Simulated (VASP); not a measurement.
Set up this calculation in VASP 6.6.1, as the native input.

```
Task                   : relaxation of cell and atoms
Functional             : PBE
Potentials or basis    : VASP PAW PBE potentials, release 64 (Ta_pv)
Cutoff                 : 600 eV
k mesh                 : 18 × 18 × 18
Occupations            : gaussian, width 0.1 eV
Spin                   : no spin polarisation
Target pressure        : 40 GPa
Dipole correction      : no
Further INCAR settings : ALGO = Normal; EDIFF = 1e-06; IBRION = 2; EDIFFG = -0.008; NSW = 70; ISIF = 3
```

The structure of Ta lies in POSCAR:

```
Ta
1.0
   -1.5753348012      1.5753348012      1.5753348012
    1.5753348012     -1.5753348012      1.5753348012
    1.5753348012      1.5753348012     -1.5753348012
Ta
1
Direct
    0.0000000000      0.0000000000      0.0000000000
```

One way to write it, as run:

INCAR

```
SYSTEM = Ta
ALGO = Normal
EDIFF = 1E-6
EDIFFG = -0.008
ENCUT = 600
GGA = PE
IBRION = 2
ISIF = 3
ISMEAR = 0
LASPH = .True.
LCHARG = .False.
LREAL = .False.
LWAVE = .False.
NELM = 60
NSW = 70
PREC = Accurate
PSTRESS = 400.0
SIGMA = 0.1
```

KPOINTS

```
k-points
0
Gamma
  18 18 18
  0 0 0
```

Potentials or basis: VASP PAW PBE potentials, release 64 (Ta_pv).

Run with:

```console
$ cat potpaw_PBE.64/Ta_pv/POTCAR > POTCAR
$ mpirun -np 1 vasp_std > vasp.out
```

Results of the run:

- Relaxed volume: 15.71 Å³/atom
- Relaxed cell: a = 2.733 Å, b = 2.733 Å, c = 2.733 Å, α = 109.47°, β = 109.47°, γ = 109.47°
- Space group after relaxing (to 0.05 Å): Im-3m (No. 229)
- Energy change on relaxing (the enthalpy is what falls): -17.8 meV/atom
- Ionic steps: 3
- Pressure after relaxing: 40.0 GPa

Caveat: the cell is relaxed towards a set pressure, so the enthalpy falls and the energy may rise.

Run time: 34 s on 1 thread of Intel(R) Xeon(R) Platinum 8559C (Emerald Rapids), with other jobs on the host, peak memory 0.17 GiB.
